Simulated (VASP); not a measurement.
# Al2Ru (Fddd) in VASP: a series of runs, part 2 of 2

VASP 6.6.1.

### Step 3. Single point, PBEsol (volume scaled by 0.88, then relaxed in part)

INCAR

```
PREC     = Accurate       # precision mode
ENCUT    = 520            # plane-wave cutoff, eV
EDIFF    = 1E-6           # SCF threshold, eV
ISMEAR   = 0              # smearing method
SIGMA    = 0.01           # smearing width, eV
LREAL    = F              # projectors in reciprocal space
LASPH    = T              # aspherical terms in the spheres
NELM     = 80             # most SCF steps
ALGO     = Normal         # electronic algorithm
ISIF     = 2              # what is computed and relaxed
LWAVE    = F              # write WAVECAR
LCHARG   = T              # write CHGCAR
GGA      = PS             # functional
LELF     = T              # ELF
LVHAR    = T            
NBANDS   = 29             # bands
```

KPOINTS

```
Automatic mesh
0
Gamma
  10 10 10
```

POSCAR

```
Al2Ru
1.0
    0.0000000000      3.7992180533      4.2234745498
    2.2541658578      0.0000000000      4.2234745498
    2.2541658578      3.7992180533      0.0000000000
Al Ru
4 2
Direct
    0.0805403605      0.4194596395      0.0805403605
    0.4194596395      0.0805403605      0.4194596395
    0.1694596395      0.8305403605      0.1694596395
    0.8305403605      0.1694596395      0.8305403605
    0.7500000000      0.7500000000      0.7500000000
    0.5000000000      0.5000000000      0.5000000000
```

Potentials or basis: VASP PAW PBE potentials, release 64 (Al, Ru_pv).

Command:

```
$ cat potpaw_PBE.64/Al/POTCAR potpaw_PBE.64/Ru_pv/POTCAR > POTCAR
$ mpirun -np 1 vasp_std > vasp.out
```

OUTCAR:

```text
PREC = Accurate
   ENCUT = 520
   EDIFF = 1E-6
   ISMEAR = 0
   LREAL = F
   LASPH = T
   NELM = 80
   ISIF = 2
   GGA = PS

 ion  position               nearest neighbor table
   1  0.081  0.419  0.081-   6 2.47   6 2.47   3 2.49   3 2.49   5 2.51   2 2.57   2 2.57   2 2.58
                             5 2.60   5 2.60   4 3.06   4 3.06   4 3.06   4 3.06
   2  0.419  0.081  0.419-   6 2.47   6 2.47   4 2.49   4 2.49   5 2.51   1 2.57   1 2.57   1 2.58
                             5 2.60   5 2.60   3 3.06   3 3.06   3 3.06   3 3.06
   3  0.169  0.831  0.169-   5 2.47   5 2.47   1 2.49   1 2.49   6 2.51   4 2.57   4 2.57   4 2.58
                             6 2.60   6 2.60   2 3.06   2 3.06   2 3.06   2 3.06
   4  0.831  0.169  0.831-   5 2.47   5 2.47   2 2.49   2 2.49   6 2.51   3 2.57   3 2.57   3 2.58
                             6 2.60   6 2.60   1 3.06   1 3.06   1 3.06   1 3.06
   5  0.750  0.750  0.750-   4 2.47   3 2.47   4 2.47   3 2.47   1 2.51   2 2.51   2 2.60   2 2.60
                             1 2.60   1 2.60   6 3.06   6 3.06   6 3.06   6 3.06
   6  0.500  0.500  0.500-   1 2.47   2 2.47   1 2.47   2 2.47   3 2.51   4 2.51   3 2.60   3 2.60
                             4 2.60   4 2.60   5 3.06   5 3.06   5 3.06   5 3.06

  LATTYP: Found a face centered orthorhombic cell.
 ALAT       =     4.5083317156
 B/A-ratio  =     1.6854208133
 C/A-ratio  =     1.8736307868

  Lattice vectors:

 A1 = (   0.0000000000,   3.7992180533,   4.2234745498)
 A2 = (   2.2541658578,   0.0000000000,   4.2234745498)
 A3 = (   2.2541658578,   3.7992180533,   0.0000000000)

Analysis of symmetry for initial positions (statically):
=====================================================================
 Subroutine PRICEL returns:
 Original cell was already a primitive cell.

 Routine SETGRP: Setting up the symmetry group for a
 face centered orthorhombic supercell.

 Subroutine GETGRP returns: Found  8 space group operations
 (whereof  4 operations were pure point group operations)
 out of a pool of  8 trial point group operations.

The static configuration has the point symmetry D_2 .
 The point group associated with its full space group is D_2h.

Analysis of symmetry for dynamics (positions and initial velocities):
=====================================================================
 Subroutine PRICEL returns:
[... 141 lines left out ...]
  Thomas-Fermi vector in A             =   2.471751
   LORBIT       =      0    0 simple, 1 ext, 2 COOP (PROOUT), +10 PAW based schemes
   GGA     = PS    functional components
   LHFCALC =     F    Hartree Fock is set to
   AEXX    =    0.0000 exact exchange contribution
   IVDW    =     0    specifies the selected vdW correction
   LEPSILON=     F    determine dielectric tensor
   LRPA    =     F    only Hartree local field effects (RPA)
 non-spin polarized calculation
 Gauss-broadening in eV      SIGMA  =   0.01
  energy-cutoff  :      520.00
  volume of cell :       72.34
 maximum number of plane-waves:      1972
   NGX = 21   NGY = 17   NGZ = 17

 number of electron      39.9999999 magnetization

 Free energy of the ion-electron system (eV)
  ---------------------------------------------------
  ext. energy  EPLUGINS =         0.00000000
  ---------------------------------------------------
  free energy    TOTEN  =       -39.99006369 eV

  energy without entropy =      -39.99006369  energy(sigma->0) =      -39.99006369

 E-fermi :  12.5832     XC(G=0): -12.6366

 val. band max:       12.5292948436   @ k =   0.0000   0.0000   0.0000
 cond. band min:      12.6572467890   @ k =   0.0000   0.3000   0.3000
 fundamental gap:      0.1279519454
 Fermi energy:        12.5832404074

 k-point     1 :       0.0000    0.0000    0.0000
  band No.  band energies     occupation
      1     -30.3942      2.00000
      2     -30.2989      2.00000
      3     -30.2502      2.00000
      4     -30.2305      2.00000
      5     -30.2124      2.00000
      6     -30.1887      2.00000
[... 757 lines left out ...]
     28      18.2294      0.00000
     29      19.0351      0.00000

 [... further k-points ...]
[... 5 lines left out ...]
  --------------------------------------------------------------------------------------
  -------------------------------------------------------------------------------------
  Total       13.7177233     13.7086614     13.7272770      0.0000000      0.0000000      0.0000000
  in kB      303.8174089    303.6167073    304.0290020      0.0000000      0.0000000      0.0000000
  external PRESSURE =     303.8210394 kB  Pullay stress =       0.0000000 kB

 VOLUME and BASIS-vectors are now :
 -----------------------------------------------------------------------------
  energy-cutoff  :      520.00
  volume of cell :       72.34
      direct lattice vectors                 reciprocal lattice vectors
     0.000000000  3.799218053  4.223474550    -0.221811540  0.131606029  0.118385939
     2.254165858  0.000000000  4.223474550     0.221811540 -0.131606029  0.118385939
     2.254165858  3.799218053  0.000000000     0.221811540  0.131606029 -0.118385939

 POSITION                                       TOTAL-FORCE (eV/Angst)
 -----------------------------------------------------------------------------------
      1.12708      0.61198      2.11174        -0.000000      0.002239      0.000000
      1.12708      3.18724      2.11174        -0.000000     -0.002239      0.000000
      2.25417      1.28763      4.22347         0.000000     -0.002239     -0.000000
      2.25417      6.31081      4.22347         0.000000      0.002239     -0.000000
      3.38125      5.69883      6.33521         0.000000     -0.000000     -0.000000
      2.25417      3.79922      4.22347         0.000000     -0.000000      0.000000
 -----------------------------------------------------------------------------------
    total drift:                               -0.000000     -0.000000      0.000000

  FREE ENERGIE OF THE ION-ELECTRON SYSTEM (eV)
  ---------------------------------------------------
  free  energy   TOTEN  =       -39.9900636868 eV

  energy  without entropy=      -39.9900636868  energy(sigma->0) =      -39.99006369
```

stdout:

```text
POSCAR found type information on POSCAR AlRu
 POSCAR found :  2 types and       6 ions
 scaLAPACK will be used
 -----------------------------------------------------------------------------
|                                                                             |
|                                                                             |
|     You enforced a specific xc type in the INCAR file but a different       |
|     I HOPE YOU KNOW WHAT YOU ARE DOING!                                     |
|                                                                             |
 -----------------------------------------------------------------------------

 LDA part: xc-table for (Slater+PW92), standard interpolation
 POSCAR, INCAR and KPOINTS ok, starting setup
 FFT: planning ... GRIDC
 FFT: planning ... GRID_SOFT
 FFT: planning ... GRID
 WAVECAR not read
 entering main loop
```

Run time: 5.2 min. Hardware: 1 thread of Intel Xeon Platinum 8259CL at 2.50GHz (Skylake/Cascade Lake), shared host; peak memory 0.43 GiB.

What came out:

```yaml
Free_energy: -39.9901 eV
Pressure: 30.4 GPa
Band_gap_on_the_k_mesh: 0.13 eV, indirect (least direct gap 1.46 eV)
```

Forces in eV/Å, atoms in the order of the input:
```
Al   0.000  0.002  0.000
Al   0.000 -0.002  0.000
Al   0.000 -0.002  0.000
Al   0.000  0.002  0.000
Ru   0.000  0.000  0.000
Ru   0.000  0.000  0.000
```

Caveat: the cell differs from its parent crystal (volume scaled by 0.88, then relaxed in part); the PAW data sets were made with another functional, which shifts forces and pressure a little. A k mesh can miss the band edges.

### Step 4. Single point, PBEsol (volume scaled by 0.91, then relaxed in part)

INCAR

```
SYSTEM = Al2Ru
PREC = Accurate
ENCUT = 520
EDIFF = 1E-7
ISMEAR = 0
SIGMA = 0.01
LREAL = .False.
LASPH = .True.
NELM = 100
ALGO = Normal
ISIF = 2
LWAVE = .False.
LCHARG = .True.
GGA = PS
LELF = .True.
LVHAR = .True.
NBANDS = 29
```

KPOINTS

```
Automatic mesh
0
Gamma
  10 10 10
  0 0 0
```

POSCAR

```
Al2Ru
1.0
    0.0000000000      3.8472595882      4.2666061772
    2.2786343555      0.0000000000      4.2666061772
    2.2786343555      3.8472595882      0.0000000000
Al Ru
4 2
Direct
    0.0801710021      0.4198289979      0.0801710021
    0.4198289979      0.0801710021      0.4198289979
    0.1698289979      0.8301710021      0.1698289979
    0.8301710021      0.1698289979      0.8301710021
    0.7500000000      0.7500000000      0.7500000000
    0.5000000000      0.5000000000      0.5000000000
```

Potentials or basis: VASP PAW PBE potentials, release 64 (Al, Ru_pv).

Command:

```
$ cat potpaw_PBE.64/Al/POTCAR potpaw_PBE.64/Ru_pv/POTCAR > POTCAR
$ mpirun -np 1 vasp_std > vasp.out
```

OUTCAR:

```text
SYSTEM = Al2Ru
   PREC = Accurate
   ENCUT = 520
   EDIFF = 1E-7
   ISMEAR = 0
   LREAL = .False.
   LASPH = .True.
   NELM = 100
   ISIF = 2
   GGA = PS

 ion  position               nearest neighbor table
   1  0.080  0.420  0.080-   6 2.50   6 2.50   3 2.51   3 2.51   5 2.54   2 2.59   2 2.59   2 2.61
                             5 2.63   5 2.63   4 3.09   4 3.09   4 3.09   4 3.09
   2  0.420  0.080  0.420-   6 2.50   6 2.50   4 2.51   4 2.51   5 2.54   1 2.59   1 2.59   1 2.61
                             5 2.63   5 2.63   3 3.09   3 3.09   3 3.09   3 3.09
   3  0.170  0.830  0.170-   5 2.50   5 2.50   1 2.51   1 2.51   6 2.54   4 2.59   4 2.59   4 2.61
[... 987 lines left out ...]
  Total        9.7498232      9.7348488      9.7515723      0.0000000      0.0000000      0.0000000
  in kB      208.8183396    208.4976220    208.8558010      0.0000000      0.0000000      0.0000000
  external PRESSURE =     208.7239209 kB  Pullay stress =       0.0000000 kB

 VOLUME and BASIS-vectors are now :
 -----------------------------------------------------------------------------
  energy-cutoff  :      520.00
  volume of cell :       74.81
      direct lattice vectors                 reciprocal lattice vectors
     0.000000000  3.847259588  4.266606177    -0.219429677  0.129962637  0.117189161
     2.278634355  0.000000000  4.266606177     0.219429677 -0.129962637  0.117189161
     2.278634355  3.847259588  0.000000000     0.219429677  0.129962637 -0.117189161

 POSITION                                       TOTAL-FORCE (eV/Angst)
 -----------------------------------------------------------------------------------
      1.13932      0.61688      2.13330         0.000000      0.001485     -0.000000
      1.13932      3.23038      2.13330         0.000000     -0.001485     -0.000000
      2.27863      1.30675      4.26661         0.000000     -0.001485      0.000000
      2.27863      6.38777      4.26661         0.000000      0.001485      0.000000
      3.41795      5.77089      6.39991         0.000000     -0.000000      0.000000
      2.27863      3.84726      4.26661        -0.000000     -0.000000     -0.000000
 -----------------------------------------------------------------------------------
    total drift:                               -0.000000     -0.000000     -0.000000

  FREE ENERGIE OF THE ION-ELECTRON SYSTEM (eV)
  ---------------------------------------------------
  free  energy   TOTEN  =       -40.3832996563 eV

  energy  without entropy=      -40.3832996563  energy(sigma->0) =      -40.38329966
```

OSZICAR:

```text
N       E                     dE             d eps       ncg     rms          rms(c)
DAV:   1     0.310570344715E+03    0.31057E+03   -0.21513E+04 10262   0.133E+03
DAV:   2    -0.315816694792E+02   -0.34215E+03   -0.33097E+03 10576   0.366E+02
DAV:   3    -0.421754007917E+02   -0.10594E+02   -0.10464E+02 12141   0.634E+01
DAV:   4    -0.422948953606E+02   -0.11949E+00   -0.11939E+00 11526   0.658E+00
DAV:   5    -0.422975120697E+02   -0.26167E-02   -0.26166E-02 12266   0.100E+00    0.230E+01
DAV:   6    -0.410758284523E+02    0.12217E+01   -0.14206E+01 11071   0.261E+01    0.541E+00
DAV:   7    -0.404909085176E+02    0.58492E+00   -0.32272E+00 10688   0.127E+01    0.490E+00
DAV:   8    -0.403873261361E+02    0.10358E+00   -0.19610E-01 11354   0.338E+00    0.598E-01
DAV:   9    -0.403836698442E+02    0.36563E-02   -0.63973E-03 12210   0.436E-01    0.398E-01
DAV:  10    -0.403834095837E+02    0.26026E-03   -0.20416E-03 11341   0.344E-01    0.144E-01
DAV:  11    -0.403833054072E+02    0.10418E-03   -0.62692E-04 11206   0.193E-01    0.503E-02
DAV:  12    -0.403833000711E+02    0.53361E-05   -0.22162E-05 12468   0.327E-02    0.594E-03
DAV:  13    -0.403832997947E+02    0.27639E-06   -0.75806E-07 12749   0.465E-03    0.402E-03
DAV:  14    -0.403832996404E+02    0.15431E-06   -0.61371E-08  6777   0.163E-03    0.543E-04
DAV:  15    -0.403832996563E+02   -0.15875E-07   -0.19156E-08  6124   0.761E-04
   1 F= -.40383300E+02 E0= -.40383300E+02  d E =-.562461E-15
```

Run time: 5.6 min. Hardware: 1 thread of Intel Xeon Platinum 8259CL at 2.50GHz (Skylake/Cascade Lake), shared host; peak memory 0.45 GiB.

What came out:

```yaml
Free_energy: -40.3833 eV
Pressure: 20.9 GPa
Band_gap_on_the_k_mesh: 0.12 eV, indirect (least direct gap 1.39 eV)
```

Caveat: the cell differs from its parent crystal (volume scaled by 0.91, then relaxed in part); the PAW data sets were made with another functional, which shifts forces and pressure a little.

### Step 5. Single point, PBEsol

This run uses another cell than the first one, of 13.74 Å³/atom, 0.983 times its volume.

INCAR

```
  PREC = Accurate
  ENCUT = 520
  EDIFF = 1E-7
  ISMEAR = 0
  SIGMA = 0.01
  LREAL = F
  LASPH = T
  NELM = 80
  ALGO = Normal
  ISIF = 2
  LWAVE = F
  LCHARG = F
  GGA = PS
  NBANDS = 29
```

KPOINTS

```
Automatic mesh
0
Gamma
  10 10 10
```

POSCAR

```
Al2Ru
1.0
    0.0000000000      3.9898374997      4.3915250777
    2.3524746913      0.0000000000      4.3915250777
    2.3524746913      3.9898374997      0.0000000000
Al Ru
4 2
Direct
    0.0790610300      0.4209389700      0.0790610300
    0.4209389700      0.0790610300      0.4209389700
    0.1709389700      0.8290610300      0.1709389700
    0.8290610300      0.1709389700      0.8290610300
    0.7500000000      0.7500000000      0.7500000000
    0.5000000000      0.5000000000      0.5000000000
```

Command:

```
$ cat potpaw_PBE.64/Al/POTCAR potpaw_PBE.64/Ru_pv/POTCAR > POTCAR
$ mpirun -np 1 vasp_std > vasp.out
```

It took 3.8 min on 1 thread of Intel Xeon 6975P-C (Granite Rapids), shared host; peak memory 0.48 GiB.

Results (log left out):

```
Free energy            : -40.8307 eV
Pressure               : -0.4 GPa
Largest force          : 0.015 eV/Å
Band gap on the k mesh : 0.08 eV, indirect (least direct gap 1.22 eV)
```

Forces in eV/Å, atoms in the order of the input:
```
Al   0.000 -0.015  0.000
Al   0.000  0.015  0.000
Al   0.000  0.015  0.000
Al   0.000 -0.015  0.000
Ru   0.000  0.000  0.000
Ru   0.000  0.000  0.000
```

Stress tensor (GPa, compression positive):
```
-0.45  0.00  0.00
 0.00 -0.31  0.00
 0.00  0.00 -0.59
```

Levels at points of the mesh, in eV from the valence-band top:
| k point | band 18 | band 19 | band 20 | band 21 | band 22 | band 23 |
| --- | --- | --- | --- | --- | --- | --- |
| (0.00, 0.00, 0.00) | -1.25 | -1.22 | 0.00 | 1.67 | 2.29 | 2.35 |
| (0.50, 0.00, 0.00) | -2.11 | -1.14 | -0.89 | 0.34 | 0.72 | 1.83 |
| (0.50, 0.50, 0.00) | -1.59 | -1.35 | -1.35 | 2.25 | 2.25 | 2.47 |
| (0.50, 0.00, 0.50) | -2.29 | -1.44 | -1.44 | 1.75 | 1.75 | 2.41 |
| (0.00, 0.50, 0.50) | -2.51 | -1.27 | -1.27 | 0.35 | 0.35 | 4.65 |

Caveat: the PAW data sets were made with another functional, which shifts forces and pressure a little.

### Step 6. Single point, PBEsol

This run uses another cell than the first one, of 13.74 Å³/atom, 0.983 times its volume.

INCAR

```
PREC     = Accurate       # precision mode
ENCUT    = 520            # plane-wave cutoff, eV
EDIFF    = 1E-7           # SCF threshold, eV
ISMEAR   = 0              # smearing method
SIGMA    = 0.01           # smearing width, eV
LREAL    = False          # projectors in reciprocal space
LASPH    = True           # aspherical terms in the spheres
NELM     = 80             # most SCF steps
ALGO     = Normal         # electronic algorithm
ISIF     = 2              # what is computed and relaxed
LWAVE    = False          # write WAVECAR
LCHARG   = True           # write CHGCAR
GGA      = PS             # functional
LELF     = True           # ELF
LVHAR    = True         
NBANDS   = 29             # bands
```

KPOINTS is that of step 5.

POSCAR

```
Al2Ru
1.0
    0.0000000000      3.9898374997      4.3915250777
    2.3524746913      0.0000000000      4.3915250777
    2.3524746913      3.9898374997      0.0000000000
Al Ru
4 2
Direct
    0.0789379486      0.4210620514      0.0789379486
    0.4210620514      0.0789379486      0.4210620514
    0.1710620514      0.8289379486      0.1710620514
    0.8289379486      0.1710620514      0.8289379486
    0.7500000000      0.7500000000      0.7500000000
    0.5000000000      0.5000000000      0.5000000000
```

Potentials or basis: VASP PAW PBE potentials, release 64 (Al, Ru_pv).

Command:

```
$ cat potpaw_PBE.64/Al/POTCAR potpaw_PBE.64/Ru_pv/POTCAR > POTCAR
$ mpirun -np 1 vasp_std > vasp.out
```

It took 3.8 min on 1 thread of Intel Xeon 6975P-C (Granite Rapids), shared host; peak memory 0.48 GiB.

Results (log left out):

```yaml
Free_energy: -40.8307 eV
Pressure: -0.4 GPa
Band_gap_on_the_k_mesh: 0.08 eV, indirect (least direct gap 1.22 eV)
```

Forces on the atoms (eV/Å):
```
Al   0.000 -0.003  0.000
Al   0.000  0.003  0.000
Al   0.000  0.003  0.000
Al   0.000 -0.003  0.000
Ru   0.000  0.000  0.000
Ru   0.000  0.000  0.000
```

Stress tensor (GPa, compression positive):
```
-0.40  0.00  0.00
 0.00 -0.31  0.00
 0.00  0.00 -0.60
```

Levels at points of the mesh, in eV from the valence-band top:
```csv
k point,band 18,band 19,band 20,band 21,band 22,band 23
"(0.00, 0.00, 0.00)",-1.25,-1.22,0.00,1.67,2.29,2.35
"(0.50, 0.00, 0.00)",-2.11,-1.14,-0.89,0.33,0.72,1.83
"(0.50, 0.50, 0.00)",-1.59,-1.35,-1.35,2.25,2.25,2.47
"(0.50, 0.00, 0.50)",-2.29,-1.44,-1.44,1.75,1.75,2.40
"(0.00, 0.50, 0.50)",-2.51,-1.27,-1.27,0.34,0.34,4.65
```

Caveat: the PAW data sets were made with another functional, which shifts forces and pressure a little. A k mesh can miss the band edges.

### Step 7. Overview

| task | cell | cutoff (eV) | gap on the mesh (eV) | pressure (GPa) |
| --- | --- | --- | --- | --- |
| relaxation of shape and atoms at fixed volume | relaxed from a = 5.966, b = 5.008, c = 4.660 Å, angles 76.1, 54.6, 49.3°, 6 atoms | 600 | 0.08 | -3.3 |
| single point | a = 5.681, b = 4.787, c = 4.418 Å, angles 76.1, 54.9, 49.0°, 6 atoms | 520 | 0.13 | 30.4 |
| single point | a = 5.745, b = 4.837, c = 4.471 Å, angles 76.1, 54.8, 49.1°, 6 atoms | 520 | 0.12 | 20.9 |
| single point | a = 5.933, b = 4.982, c = 4.632 Å, angles 76.1, 54.6, 49.3°, 6 atoms | 520 | 0.08 | -0.4 |

Alike in all rows: level PBEsol; potentials or basis VASP PAW PBE potentials, release 64 (Al, Ru_pv); no spin polarisation; k mesh 10 × 10 × 10; smearing gaussian 0.01 eV.

Caveats: the PAW data sets were made with another functional, which shifts forces and pressure a little.

Total energies depend on the potentials used, so only differences within one code and one set of settings carry meaning.
